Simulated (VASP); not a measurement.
# Al16Cu in VASP: single point with PBE+D3(BJ)

Aim: the single point of Al16Cu with PBE+D3(BJ).

Everything below comes from runs of VASP 6.6.1. Logs are shortened: lines on timing, memory, paths and dates and some standing lists are left out, and cuts for length are marked.

## (1) The cell of the first run

The cell holds a slab with vacuum, 17 atoms: a = 5.632 Å, b = 7.965 Å, c = 21.229 Å, α = 90.00°, β = 90.00°, γ = 90.00°.

## (2) Single point, PBE+D3(BJ)

INCAR

```
ALGO = Normal
DIPOL = 0.5 0.5 0.303
EDIFF = 1E-6
ENCUT = 520
GGA = PE
IDIPOL = 3
ISIF = 2
ISMEAR = 0
IVDW = 12
LASPH = True
LCHARG = False
LDIPOL = True
LREAL = Auto
LWAVE = False
NBANDS = 44
NELM = 80
PREC = Accurate
SIGMA = 0.1
```

KPOINTS

```
k-points
0
Gamma
  5 4 1
```

POSCAR

```
Al16Cu
1.0
    5.6324246412      0.0000000000      0.0000000000
    0.0000000000      7.9654513166      0.0000000000
    0.0000000000      0.0000000000     21.2293510975
Al Cu
16 1
Direct
    0.2500000000      0.2500000000      0.1884183827
    0.2500000000      0.7500000000      0.1884183827
    0.7500000000      0.2500000000      0.1884183827
    0.7500000000      0.7500000000      0.1884183827
    0.0000000000      0.0000000000      0.2547466541
    0.0000000000      0.5000000000      0.2547466541
    0.5000000000      0.0000000000      0.2547466541
    0.5000000000      0.5000000000      0.2547466541
    0.2500000000      0.2500000000      0.3240951258
    0.2500000000      0.7500000000      0.3240951258
    0.7500000000      0.2500000000      0.3240951258
    0.7500000000      0.7500000000      0.3240951258
    0.0000000000      0.0000000000      0.3876402562
    0.0000000000      0.5000000000      0.3876402562
    0.5000000000      0.0000000000      0.3876402562
    0.5000000000      0.5000000000      0.3876402562
    0.1666666667      0.1250000000      0.5289540432
```

Potentials or basis: VASP PAW PBE potentials, release 64 (Al, Cu).

Command:

```sh
$ cat potpaw_PBE.64/Al/POTCAR potpaw_PBE.64/Cu/POTCAR > POTCAR
$ mpirun -np 1 vasp_std > vasp.out
```

OUTCAR:

```text
EDIFF = 1E-6
   ENCUT = 520
   GGA = PE
   ISIF = 2
   ISMEAR = 0
   IVDW = 12
   LASPH = True
   LREAL = Auto
   NELM = 80
   PREC = Accurate
 IVDW          = 12

 ion  position               nearest neighbor table
   1  0.250  0.250  0.188-   3 2.82   3 2.82   6 2.82   7 2.82   8 2.82   5 2.82   9 2.88
   2  0.250  0.750  0.188-   4 2.82   4 2.82   6 2.82   7 2.82   8 2.82   5 2.82  10 2.88
   3  0.750  0.250  0.188-   1 2.82   1 2.82   6 2.82   7 2.82   8 2.82   5 2.82  11 2.88
   4  0.750  0.750  0.188-   2 2.82   2 2.82   6 2.82   7 2.82   8 2.82   5 2.82  12 2.88
   5  0.000  0.000  0.255-   7 2.82   7 2.82   3 2.82   4 2.82   1 2.82   2 2.82  13 2.82  11 2.85
                            12 2.85   9 2.85  10 2.85
   6  0.000  0.500  0.255-   8 2.82   8 2.82   3 2.82   4 2.82   1 2.82   2 2.82  14 2.82  11 2.85
                            12 2.85   9 2.85  10 2.85
   7  0.500  0.000  0.255-   5 2.82   5 2.82   3 2.82   4 2.82   1 2.82   2 2.82  15 2.82  11 2.85
                            12 2.85   9 2.85  10 2.85
   8  0.500  0.500  0.255-   6 2.82   6 2.82   3 2.82   4 2.82   1 2.82   2 2.82  16 2.82  11 2.85
                            12 2.85   9 2.85  10 2.85
   9  0.250  0.250  0.324-  13 2.79  14 2.79  15 2.79  16 2.79  11 2.82  11 2.82   7 2.85   8 2.85
                             5 2.85   6 2.85   1 2.88
  10  0.250  0.750  0.324-  13 2.79  14 2.79  15 2.79  16 2.79  12 2.82  12 2.82   7 2.85   8 2.85
                             5 2.85   6 2.85   2 2.88
  11  0.750  0.250  0.324-  13 2.79  14 2.79  15 2.79  16 2.79   9 2.82   9 2.82   7 2.85   8 2.85
                             5 2.85   6 2.85   3 2.88
  12  0.750  0.750  0.324-  13 2.79  14 2.79  15 2.79  16 2.79  10 2.82  10 2.82   7 2.85   8 2.85
                             5 2.85   6 2.85   4 2.88
  13  0.000  0.000  0.388-   9 2.79  10 2.79  11 2.79  12 2.79  15 2.82  15 2.82   5 2.82
  14  0.000  0.500  0.388-   9 2.79  10 2.79  11 2.79  12 2.79  16 2.82  16 2.82   6 2.82
  15  0.500  0.000  0.388-   9 2.79  10 2.79  11 2.79  12 2.79  13 2.82  13 2.82   7 2.82
  16  0.500  0.500  0.388-   9 2.79  10 2.79  11 2.79  12 2.79  14 2.82  14 2.82   8 2.82
  17  0.167  0.125  0.529-

  LATTYP: Found a simple orthorhombic cell.
 ALAT       =     5.6324246412
 B/A-ratio  =     1.4142135624
 C/A-ratio  =     3.7691318482

  Lattice vectors:

 A1 = (   5.6324246412,   0.0000000000,   0.0000000000)
 A2 = (   0.0000000000,   7.9654513166,   0.0000000000)
 A3 = (   0.0000000000,   0.0000000000,  21.2293510975)

Analysis of symmetry for initial positions (statically):
=====================================================================
 Subroutine PRICEL returns:
 Original cell was already a primitive cell.

 Routine SETGRP: Setting up the symmetry group for a
 simple orthorhombic supercell.

 Subroutine GETGRP returns: Found  1 space group operations
 (whereof  1 operations were pure point group operations)
 out of a pool of  8 trial point group operations.

The static configuration has the point symmetry C_1 .

Analysis of symmetry for dynamics (positions and initial velocities):
=====================================================================
 Subroutine PRICEL returns:
 Original cell was already a primitive cell.

 Routine SETGRP: Setting up the symmetry group for a
 simple orthorhombic supercell.

 Subroutine GETGRP returns: Found  1 space group operations
 (whereof  1 operations were pure point group operations)
 out of a pool of  8 trial point group operations.

The dynamic configuration has the point symmetry C_1 .

 Subroutine INISYM returns: Found  1 space group operations
 (whereof  1 operations are pure point group operations),
 and found     1 'primitive' translations

----------------------------------------------------------------------------------------

                                     Primitive cell

  volume of cell :     952.4507

  direct lattice vectors                    reciprocal lattice vectors
     5.632424641  0.000000000  0.000000000     0.177543432  0.000000000  0.000000000
     0.000000000  7.965451317  0.000000000     0.000000000  0.125542165  0.000000000
     0.000000000  0.000000000 21.229351098     0.000000000  0.000000000  0.047104596

  length of vectors
     5.632424641  7.965451317 21.229351098     0.177543432  0.125542165  0.047104596

  position of ions in fractional coordinates (direct lattice)
     0.250000000  0.250000000  0.188418383
     0.250000000  0.750000000  0.188418383
     0.750000000  0.250000000  0.188418383
     0.750000000  0.750000000  0.188418383
     0.000000000  0.000000000  0.254746654
     0.000000000  0.500000000  0.254746654
[... 9 lines left out ...]
     0.500000000  0.500000000  0.387640256
     0.166666667  0.125000000  0.528954043

  ion indices of the primitive-cell ions
   primitive index   ion index
                 1           1
[... 36 lines left out ...]
     0.000000000  0.000000000  0.000000000

 Subroutine IBZKPT returns following result:
 ===========================================

 Found     11 irreducible k-points:

 Following reciprocal coordinates:
            Coordinates               Weight
  0.000000  0.000000  0.000000      1.000000
  0.200000  0.000000  0.000000      2.000000
  0.400000  0.000000  0.000000      2.000000
  0.000000  0.250000  0.000000      2.000000
  0.200000  0.250000  0.000000      2.000000
  0.200000 -0.250000  0.000000      2.000000
  0.400000  0.250000  0.000000      2.000000
  0.400000 -0.250000  0.000000      2.000000
  0.000000  0.500000  0.000000      1.000000
  0.200000  0.500000  0.000000      2.000000
  0.400000  0.500000  0.000000      2.000000
   k-points           NKPTS =     11   k-points in BZ     NKDIM =     11   number of bands    NBANDS=     44
   number of dos      NEDOS =    301   number of ions     NIONS =     17
   total plane-waves  NPLWV = 403200
   dimension x,y,z NGX =    42 NGY =   60 NGZ =  160
   dimension x,y,z NGXF=    84 NGYF=  120 NGZF=  320
   ions per type =              16   1
   NGX,Y,Z   is equivalent  to a cutoff of  12.40, 12.52, 12.53 a.u.
   NGXF,Y,Z  is equivalent  to a cutoff of  24.79, 25.05, 25.06 a.u.
 SYSTEM =  unknown system
   PREC   = accura    normal or accurate (medium, high low for compatibility)
   ISTART =      0    job   : 0-new  1-cont  2-samecut
   ICHARG =      2    charge: 1-file 2-atom 10-const
   ISPIN  =      1    spin polarized calculation?
   LNONCOLLINEAR =      F non collinear calculations
   LSORBIT =      F    spin-orbit coupling
   LASPH  =      T    aspherical Exc in radial PAW
   ENCUT  =  520.0 eV  38.22 Ry    6.18 a.u.  10.47 14.81 39.47*2*pi/ulx,y,z
   NELM   =     80;   NELMIN=  2; NELMDL= -5     # of ELM steps
   EDIFF  = 0.1E-05   stopping-criterion for ELM
   LREAL  =      T    real-space projection
   EDIFFG = 0.1E-04   stopping-criterion for IOM
   NSW    =      0    number of steps for IOM
[... 5 lines left out ...]
   TEBEG  =    0.0;   TEEND  =   0.0 temperature during run
   PSTRESS=    0.0 pullay stress
   NELECT =      59.0000    total number of electrons
   NUPDOWN=      -1.0000    fix difference up-down
   EMIN   =  10.00;   EMAX   =-10.00  energy-range for DOS
   EFERMI =   0.00;   METHOD = LEGACY
   ISMEAR =     0;   SIGMA  =   0.10  broadening in eV -4-tet -1-fermi 0-gaus
   EFERMI_NEDOS =   21; number of points for ismear=-14 and -15
   IALGO  =     38    algorithm
   IMIX   =      4    mixing-type and parameters
     AMIX     =   0.40;   BMIX     =  1.00
     AMIX_MAG =   1.60;   BMIX_MAG =  1.00
  volume/ion in A,a.u.               =      56.03       378.09
  Fermi-wavevector in a.u.,A,eV,Ry     =   0.647756  1.224081  5.708836  0.419588
  Thomas-Fermi vector in A             =   1.716167
   LORBIT       =      0    0 simple, 1 ext, 2 COOP (PROOUT), +10 PAW based schemes
   GGA     = PE    functional components
   LHFCALC =     F    Hartree Fock is set to
   AEXX    =    0.0000 exact exchange contribution
   IVDW    =    12    specifies the selected vdW correction
   LEPSILON=     F    determine dielectric tensor
   LRPA    =     F    only Hartree local field effects (RPA)
 non-spin polarized calculation
 Gauss-broadening in eV      SIGMA  =   0.10
  energy-cutoff  :      520.00
  volume of cell :      952.45
 maximum number of plane-waves:     25710
 NGX is ok and might be reduce to    42
   NGX = 21   NGY = 29   NGZ = 79

 dipolmoment           0.000000      0.000000     -0.010187 electrons x Angstroem

 number of electron      59.0000014 magnetization

 dipolmoment           0.000000      0.000000      0.066986 electrons x Angstroem

 Free energy of the ion-electron system (eV)
  ---------------------------------------------------
  ext. energy  EPLUGINS =         0.00000000
  ---------------------------------------------------
  free energy    TOTEN  =       -55.87160716 eV

  energy without entropy =      -55.80748718  energy(sigma->0) =      -55.83954717

 E-fermi :  -0.6014     XC(G=0):  -4.1356

 val. band max:       -0.6019075705   @ k =   0.0000   0.2500   0.0000
 cond. band min:      -0.5983826293   @ k =   0.2000  -0.2500   0.0000
 fundamental gap:      0.0035249412
 Fermi energy:        -0.6014028121

 k-point     1 :       0.0000    0.0000    0.0000
  band No.  band energies     occupation
      1     -11.0541      2.00000
      2      -8.8012      2.00000
      3      -8.7483      2.00000
      4      -8.6068      2.00000
      5      -6.5129      2.00000
      6      -6.4814      2.00000
[... 473 lines left out ...]
     40       1.9196      0.00000
     41       2.0061      0.00000
 [bands above 41 left out]

------------------------ aborting loop because EDIFF is reached ----------------------------------------

 vacuum level on the upper side and lower side of the slab       (xc-potential included)        -0.077        -0.309

 Edisp (eV)   -3.57460

 E8    (eV) :    -1.6705

  FORCE on cell =-STRESS in cart. coord.  units (eV):
  Direction    XX          YY          ZZ          XY          YZ          ZX
  --------------------------------------------------------------------------------------
  -------------------------------------------------------------------------------------
  Total     -11.84364    -3.86924    -4.73449    -0.04107    -0.53053    -0.32633
  in kB     -19.92294    -6.50869    -7.96419    -0.06908    -0.89244    -0.54895
  external pressure =      -11.47 kB  Pullay stress =        0.00 kB

 VOLUME and BASIS-vectors are now :
 -----------------------------------------------------------------------------
  energy-cutoff  :      520.00
  volume of cell :      952.45
      direct lattice vectors                 reciprocal lattice vectors
     5.632424641  0.000000000  0.000000000     0.177543432  0.000000000  0.000000000
     0.000000000  7.965451317  0.000000000     0.000000000  0.125542165  0.000000000
     0.000000000  0.000000000 21.229351098     0.000000000  0.000000000  0.047104596

 POSITION                                       TOTAL-FORCE (eV/Angst)
 -----------------------------------------------------------------------------------
      1.40811      1.99136      4.00000        -0.019082     -0.016303      0.173726
      1.40811      5.97409      4.00000         0.017029     -0.006270      0.158312
      4.22432      1.99136      4.00000         0.026761     -0.005206      0.183012
      4.22432      5.97409      4.00000        -0.011827     -0.013114      0.142297
      0.00000      0.00000      5.40811        -0.100744      0.003101     -0.157543
      0.00000      3.98273      5.40811        -0.035013      0.007146     -0.100122
[... 9 lines left out ...]
      2.81621      3.98273      8.22935        -0.017995     -0.014616      0.022923
      0.93874      0.99568     11.22935        -0.082885     -0.208138     -1.129408
 -----------------------------------------------------------------------------------
    total drift:                                0.000246     -0.000014     -0.004038

  FREE ENERGIE OF THE ION-ELECTRON SYSTEM (eV)
  ---------------------------------------------------
  free  energy   TOTEN  =       -59.4462051631 eV

  energy  without entropy=      -59.3820851855  energy(sigma->0) =      -59.41414517

 vacuum level on the upper side and lower side of the slab         3.534         3.295
```

Run time: 17 min. Hardware: 1 thread of Intel Xeon 6975P-C (Granite Rapids), shared host; peak memory 0.93 GiB.

What came out:

| Property | Result |
| --- | --- |
| Free energy | -59.4462 eV |
| Largest force | 1.151 eV/Å |
| Band gap on the k mesh | zero (an odd number of electrons rules out a gap without spin polarisation) |
| Dispersion energy per atom | -0.210 eV |

Forces on the atoms (eV/Å):
```
Al  -0.019 -0.016  0.174
Al   0.017 -0.006  0.158
Al   0.027 -0.005  0.183
Al  -0.012 -0.013  0.142
Al  -0.101  0.003 -0.158
Al  -0.035  0.007 -0.100
Al   0.108 -0.021 -0.123
Al   0.020  0.023 -0.086
Al   0.028  0.005 -0.078
Al   0.039  0.038  0.017
Al  -0.011 -0.044 -0.042
Al  -0.025  0.033 -0.061
Al   0.055  0.233  0.753
Al   0.016 -0.072  0.097
Al  -0.008  0.057  0.229
Al  -0.018 -0.015  0.023
Cu  -0.083 -0.208 -1.129
```
